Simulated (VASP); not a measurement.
Runs of VASP 6.6.1 on Rh. The structure is that of space group P6_3/mmc (No. 194), or close to it. The cells are those of the table. 

```tsv
task	potentials or basis	cell	k mesh	cutoff (eV)	second run	gap on the mesh (eV)	pressure (GPa)	relaxed volume (Å³/atom)
single point	VASP PAW LDA potentials, release 64 (Rh_pv)	a = 2.664, b = 2.664, c = 4.309 Å, angles 90.0, 90.0, 120.0°, 2 atoms	9 × 9 × 4	520	-	none	1.0	-
single point	VASP PAW LDA potentials, release 64 (Rh_pv)	a = 2.670, b = 2.670, c = 4.299 Å, angles 90.0, 90.0, 120.0°, 2 atoms	18 × 18 × 10	520	-	none	0.9	-
single point	VASP PAW LDA potentials, release 64 (Rh_sv_GW)	a = 2.664, b = 2.664, c = 4.309 Å, angles 90.0, 90.0, 120.0°, 2 atoms	9 × 9 × 4	530	valence_matched	none	(b)	-
relaxation of cell and atoms	VASP PAW LDA potentials, release 64 (Rh_pv)	relaxed from a = 2.692, b = 2.692, c = 4.397 Å, angles 90.0, 90.0, 120.0°, 2 atoms	9 × 9 × 4	600	-	none	0.2	13.27
relaxation of cell and atoms	VASP PAW LDA potentials, release 64 (Rh_pv)	relaxed from a = 2.664, b = 2.664, c = 4.309 Å, angles 90.0, 90.0, 120.0°, 2 atoms	18 × 18 × 10	600	-	none	0.0	(a)
single point	VASP PAW LDA potentials, release 64 (Rh_pv)	a = 2.692, b = 2.692, c = 4.397 Å, angles 90.0, 90.0, 120.0°, 2 atoms	9 × 9 × 4	500	-	none	-10.8	-
```

Alike in all rows: level LDA; no spin polarisation; smearing gaussian 0.1 eV.

Fill in the values left out.

(a) 13.30; (b) -1.9.

Caveats: some runs use coarse meshes.

A k mesh can miss the band edges, and the runs leave out spin-orbit coupling on Rh.

A gap of «none» marks levels without a gap at the run's occupations.

The runs don't all hold the same shells in valence.
